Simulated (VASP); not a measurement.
**SnTe: single point with LDA**

Crystal: SnTe.

```
Sn Te
1.0
     0.76941    3.58433    3.58433
     3.58433    0.76941    3.58433
     3.58433    3.58433    0.76941
Sn Te
1 1
Direct
  0.00000 0.00000 0.00000
  0.50000 0.50000 0.50000
```

This cell differs from its parent crystal: ratio of the length along [111] to the lengths across it x 1.41, volume and fractional coordinates fixed.

| Property | Result |
| --- | --- |
| Program | VASP 6.6.1 |
| Task | single point |
| Functional | LDA |
| Potentials or basis | VASP PAW LDA potentials, release 64 (Sn_d, Te) |
| Cutoff | 520 eV |
| k mesh | 10 × 10 × 10 |
| Occupations | gaussian, width 0.03 eV |
| Spin | no spin polarisation |

```
Pressure               : -4.2 GPa
Band gap on the k mesh : zero (bands 10 and 11 overlap by 2.39 eV)
```

Stress tensor (GPa, compression positive):
```
-4.18 -2.78 -2.78
-2.78 -4.18 -2.78
-2.78 -2.78 -4.18
```

Levels at points of the mesh, in eV from the Fermi level:
```
           k point  band 7  band 8  band 9  band 10  band 11  band 12  band 13  band 14
(0.00, 0.00, 0.00)   -5.47   -3.55    0.02     0.02     4.11     4.11     4.88     4.98
(0.50, 0.00, 0.00)   -7.26   -2.22   -1.16    -0.58    -0.17     0.88     1.54     5.86
(0.50, 0.50, 0.00)   -6.00   -4.77   -3.80    -1.63     3.38     3.79     4.38     5.35
(0.50, 0.50, 0.50)   -8.56    0.28    0.28     1.65     2.13     2.80     2.80     6.83
```

Run time: 3.6 min on 1 thread of Intel Xeon 8259CL, with other jobs on the host, peak memory 0.28 GiB.

Caveat: the cell stands under tension; spin-orbit coupling is left out, which moves the levels of the heavy elements.
